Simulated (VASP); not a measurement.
# Hg (P-1) in VASP: a series of runs

Runs on Hg. Level: PBEsol. Tasks: single point.

All numbers are computed with VASP 6.6.1; they aren't measurements. Logs are shortened: lines on timing, memory, paths and dates and some standing lists are left out, and cuts for length are marked.

## (1) The cell of the first run

The typed cell holds 1 atom: a = 3.064 Å, b = 3.067 Å, c = 8.358 Å, α = 79.85°, β = 89.94°, γ = 60.04°.

## (2) Single point, PBEsol (strain -0.050 along x and y, -0.050 along z)

INCAR reads:

```
ALGO = Fast ; EDIFF = 1E-7
ENCUT = 520 ; GGA = PS
ISIF = 2 ; ISMEAR = 0
LASPH = True ; LCHARG = True
LELF = True ; LREAL = False
LVHAR = True ; LWAVE = False
NBANDS = 12 ; NELM = 100
PREC = Accurate ; SIGMA = 0.05
```

KPOINTS reads:

```
k-points
0
Gamma
  10 10 4
```

POSCAR reads:

```
Hg
1.0
    3.0637466888      0.0005966067     -0.0000002044
    1.5309294589      2.6570946376      0.0000027342
    0.0082737613      1.6952117226      8.1839369969
Hg
1
Direct
    0.5000000000      0.0000000000      0.0000000000
```

Potentials or basis: VASP PAW PBE potentials, release 64 (Hg).

The run is started by

```console
$ cat potpaw_PBE.64/Hg/POTCAR > POTCAR
$ mpirun -np 1 vasp_std > vasp.out
```

OUTCAR:

```text
EDIFF = 1E-7
   ENCUT = 520
   GGA = PS
   ISIF = 2
   ISMEAR = 0
   LASPH = True
   LREAL = False
   NELM = 100
   PREC = Accurate

 ion  position               nearest neighbor table
   1  0.500  0.000  0.000-

  LATTYP: Found a triclinic cell.
 ALAT       =     5.3079536219
 B/A-ratio  =     0.5771992307
 C/A-ratio  =     2.0299696579
 COS(alpha) =     0.0007192842
 COS(beta)  =     0.3262035794
 COS(gamma) =     0.8657184902

  Lattice vectors:

 A1 = (  -4.5946761477,  -2.6576912443,  -0.0000025298)
 A2 = (  -3.0637466888,  -0.0005966067,   0.0000002044)
 A3 = (  -0.0063859903,  -7.0088043911,  -8.1839426697)

Analysis of symmetry for initial positions (statically):
=====================================================================
 Subroutine PRICEL returns:
 Original cell was already a primitive cell.

 Routine SETGRP: Setting up the symmetry group for a
 triclinic supercell.

 Subroutine GETGRP returns: Found  2 space group operations
 (whereof  2 operations were pure point group operations)
 out of a pool of  2 trial point group operations.

The static configuration has the point symmetry S_2 .

Analysis of symmetry for dynamics (positions and initial velocities):
=====================================================================
 Subroutine PRICEL returns:
 Original cell was already a primitive cell.

 Routine SETGRP: Setting up the symmetry group for a
 triclinic supercell.

 Subroutine GETGRP returns: Found  2 space group operations
 (whereof  2 operations were pure point group operations)
 out of a pool of  2 trial point group operations.

The dynamic configuration has the point symmetry S_2 .

 Subroutine INISYM returns: Found  2 space group operations
 (whereof  2 operations are pure point group operations),
 and found     1 'primitive' translations

----------------------------------------------------------------------------------------

                                     Primitive cell

  volume of cell :      66.6152

  direct lattice vectors                    reciprocal lattice vectors
     3.063746689  0.000596607 -0.000000204     0.326434369 -0.188080654  0.038628803
     1.530929459  2.657094638  0.000002734    -0.000073301  0.376393229 -0.077965606
     0.008273761  1.695211723  8.183936997     0.000000008 -0.000000130  0.122190606

  length of vectors
     3.063746747  3.066577395  8.357669293     0.378716140  0.384383278  0.122190606

  position of ions in fractional coordinates (direct lattice)
     0.500000000  1.000000000  1.000000000

  ion indices of the primitive-cell ions
   primitive index   ion index
                 1           1

----------------------------------------------------------------------------------------

 KPOINTS: k-points

Automatic generation of k-mesh.
 Grid dimensions read from file:
 generate k-points for:   10   10    4

 Generating k-lattice:

  Cartesian coordinates                     Fractional coordinates (reciprocal lattice)
     0.032643437 -0.018808065  0.003862880     0.100000000 -0.000000000 -0.000000000
    -0.000007330  0.037639323 -0.007796561    -0.000000000  0.100000000 -0.000000000
     0.000000002 -0.000000033  0.030547651    -0.000000000  0.000000000  0.250000000

  Length of vectors
     0.037871614  0.038438328  0.030547651

  Shift w.r.t. Gamma in fractional coordinates (k-lattice)
     0.000000000  0.000000000  0.000000000

 Subroutine IBZKPT returns following result:
 ===========================================

 Found    204 irreducible k-points:

 Following reciprocal coordinates:
            Coordinates               Weight
  0.000000  0.000000  0.000000      1.000000
  0.100000  0.000000  0.000000      2.000000
  0.200000  0.000000  0.000000      2.000000
  0.300000  0.000000  0.000000      2.000000
  0.400000  0.000000  0.000000      2.000000
  0.500000 -0.000000  0.000000      1.000000
[... 16 lines left out ...]
 -0.400000  0.200000  0.000000      2.000000
 -0.300000  0.200000  0.000000      2.000000
 [... further k-points ...]
   k-points           NKPTS =    204   k-points in BZ     NKDIM =    204   number of bands    NBANDS=     12
   number of dos      NEDOS =    301   number of ions     NIONS =      1
   total plane-waves  NPLWV =  36864
   dimension x,y,z NGX =    24 NGY =   24 NGZ =   64
   dimension x,y,z NGXF=    48 NGYF=   48 NGZF=  128
   ions per type =               1
   NGX,Y,Z   is equivalent  to a cutoff of  13.02, 13.01, 12.73 a.u.
   NGXF,Y,Z  is equivalent  to a cutoff of  26.05, 26.02, 25.46 a.u.
 SYSTEM =  unknown system
   PREC   = accura    normal or accurate (medium, high low for compatibility)
   ISTART =      0    job   : 0-new  1-cont  2-samecut
   ICHARG =      2    charge: 1-file 2-atom 10-const
   ISPIN  =      1    spin polarized calculation?
   LNONCOLLINEAR =      F non collinear calculations
   LSORBIT =      F    spin-orbit coupling
   LASPH  =      T    aspherical Exc in radial PAW
   ENCUT  =  520.0 eV  38.22 Ry    6.18 a.u.   5.70  5.70 15.54*2*pi/ulx,y,z
   NELM   =    100;   NELMIN=  2; NELMDL= -5     # of ELM steps
   EDIFF  = 0.1E-06   stopping-criterion for ELM
   LREAL  =      F    real-space projection
   EDIFFG = 0.1E-05   stopping-criterion for IOM
   NSW    =      0    number of steps for IOM
   IBRION =     -1    ionic relax: 0-MD 1-quasi-New 2-CG
   NFREE  =      0    steps in history (QN), initial steepest desc. (CG)
   ISIF   =      2    stress and relaxation
   ISYM   =      2    0-nonsym 1-usesym 2-fastsym
   POTIM  = 0.5000    time-step for ionic-motion
   TEBEG  =    0.0;   TEEND  =   0.0 temperature during run
   PSTRESS=    0.0 pullay stress
   NELECT =      12.0000    total number of electrons
   NUPDOWN=      -1.0000    fix difference up-down
   EMIN   =  10.00;   EMAX   =-10.00  energy-range for DOS
   EFERMI =   0.00;   METHOD = LEGACY
   ISMEAR =     0;   SIGMA  =   0.05  broadening in eV -4-tet -1-fermi 0-gaus
   EFERMI_NEDOS =   21; number of points for ismear=-14 and -15
   IALGO  =     68    algorithm
   IMIX   =      4    mixing-type and parameters
     AMIX     =   0.40;   BMIX     =  1.00
     AMIX_MAG =   1.60;   BMIX_MAG =  1.00
  volume/ion in A,a.u.               =      66.62       449.54
  Fermi-wavevector in a.u.,A,eV,Ry     =   0.924579  1.747201 11.630896  0.854847
  Thomas-Fermi vector in A             =   2.050340
   LORBIT       =      0    0 simple, 1 ext, 2 COOP (PROOUT), +10 PAW based schemes
   GGA     = PS    functional components
   LHFCALC =     F    Hartree Fock is set to
   AEXX    =    0.0000 exact exchange contribution
   IVDW    =     0    specifies the selected vdW correction
   LEPSILON=     F    determine dielectric tensor
   LRPA    =     F    only Hartree local field effects (RPA)
 non-spin polarized calculation
 RMM-DIIS sequential band-by-band and
 Gauss-broadening in eV      SIGMA  =   0.05
  energy-cutoff  :      520.00
  volume of cell :       66.62
 maximum number of plane-waves:      1811
   NGX = 11   NGY = 11   NGZ = 31

 number of electron      12.0000002 magnetization

 Free energy of the ion-electron system (eV)
  ---------------------------------------------------
  ext. energy  EPLUGINS =         0.00000000
  ---------------------------------------------------
  free energy    TOTEN  =        -0.24704960 eV

  energy without entropy =       -0.24424111  energy(sigma->0) =       -0.24564535

 E-fermi :  -1.5411     XC(G=0):  -5.1695

 val. band max:       -1.5466093609   @ k =  -0.4000   0.4000   0.5000
 cond. band min:      -1.5183950609   @ k =   0.0000   0.0000   0.2500
 fundamental gap:      0.0282143000
 Fermi energy:        -1.5410890412

 k-point     1 :       0.0000    0.0000    0.0000
  band No.  band energies     occupation
      1      -9.7367      2.00000
      2      -8.2924      2.00000
      3      -8.2826      2.00000
      4      -7.5077      2.00000
      5      -7.4391      2.00000
      6      -7.4385      2.00000
      7      -1.4476      0.00818
      8       1.7498      0.00000
      9       6.4560      0.00000
     10       7.8204      0.00000
     11      13.6462      0.00000
     12      15.0006      0.00000

 k-point     2 :       0.1000    0.0000    0.0000
  band No.  band energies     occupation
      1      -9.5090      2.00000
      2      -8.3379      2.00000
      3      -8.1681      2.00000
      4      -7.5729      2.00000
      5      -7.4606      2.00000
      6      -7.4237      2.00000
      7      -1.1291      0.00000
      8       1.9604      0.00000
      9       6.6504      0.00000
     10       8.0510      0.00000
     11      12.2864      0.00000
     12      13.9444      0.00000

 k-point     3 :       0.2000    0.0000    0.0000
  band No.  band energies     occupation
      1      -9.0743      2.00000
      2      -8.3170      2.00000
      3      -7.8858      2.00000
      4      -7.8369      2.00000
      5      -7.5169      2.00000
      6      -7.0808      2.00000
      7      -0.2607      0.00000
      8       2.5957      0.00000
      9       7.2027      0.00000
     10       8.4808      0.00000
     11       8.8136      0.00000
     12      12.1710      0.00000
[... 286 lines left out ...]
 k-point    23 :      -0.4000    0.2000    0.0000
  band No.  band energies     occupation
      1      -8.7484      2.00000
      2      -8.4012      2.00000
      3      -7.9164      2.00000
      4      -7.6339      2.00000
      5      -7.4870      2.00000
      6      -1.5494      1.18480
      7      -0.1839      0.00000
      8       4.1817      0.00000
      9       4.7775      0.00000
     10       6.7917      0.00000
     11       7.6105      0.00000
     12       8.2542      0.00000

 k-point    24 :      -0.3000    0.2000    0.0000
  band No.  band energies     occupation
      1      -8.6957      2.00000
      2      -8.3668      2.00000
      3      -7.8969      2.00000
      4      -7.8611      2.00000
      5      -7.4239      2.00000
      6      -3.2770      2.00000
      7       1.8735      0.00000
      8       3.1240      0.00000
      9       5.2318      0.00000
     10       6.0399      0.00000
     11       8.1681      0.00000
     12       9.5252      0.00000

 [... further k-points ...]

------------------------ aborting loop because EDIFF is reached ----------------------------------------

  FORCE on cell =-STRESS in cart. coord.  units (eV):
  Direction    XX          YY          ZZ          XY          YZ          ZX
  --------------------------------------------------------------------------------------
  -------------------------------------------------------------------------------------
  Total        0.3466984      0.4414093     -0.0184201     -0.0058015      0.0000208     -0.0000007
  in kB        8.3385214     10.6164357     -0.4430268     -0.1395322      0.0005002     -0.0000166
  external PRESSURE =       6.1706434 kB  Pullay stress =       0.0000000 kB

 VOLUME and BASIS-vectors are now :
 -----------------------------------------------------------------------------
  energy-cutoff  :      520.00
  volume of cell :       66.62
      direct lattice vectors                 reciprocal lattice vectors
     3.063746689  0.000596607 -0.000000204     0.326434369 -0.188080654  0.038628803
     1.530929459  2.657094638  0.000002734    -0.000073301  0.376393229 -0.077965606
     0.008273761  1.695211723  8.183936997     0.000000008 -0.000000130  0.122190606

 POSITION                                       TOTAL-FORCE (eV/Angst)
 -----------------------------------------------------------------------------------
      1.53187      0.00030     -0.00000         0.000000      0.000000      0.000000
 -----------------------------------------------------------------------------------
    total drift:                                0.000000     -0.000000     -0.000000

  FREE ENERGIE OF THE ION-ELECTRON SYSTEM (eV)
  ---------------------------------------------------
  free  energy   TOTEN  =        -0.2470495963 eV

  energy  without entropy=       -0.2442411065  energy(sigma->0) =       -0.24564535
```

Wall time 3.7 min (1 thread of Oxide Virtual Turin-like, shared host); peak memory 0.26 GiB.

Results:

- Free energy: -0.2470 eV
- Pressure: 0.6 GPa
- Band gap on the k mesh: zero (bands 6 and 7 overlap by 0.04 eV)

Stress tensor (GPa, compression positive):
```
 0.83 -0.01  0.00
-0.01  1.06  0.00
 0.00  0.00 -0.04
```

Caveat: the cell differs from its parent crystal (strain -0.050 along x and y, -0.050 along z); the PAW data sets were made with another functional, which shifts forces and pressure a little; spin-orbit coupling is left out, which moves the levels of the heavy elements.

[end of part 1 of 2]

The gap in the log of VASP goes by the Fermi energy; the results here count the filled bands.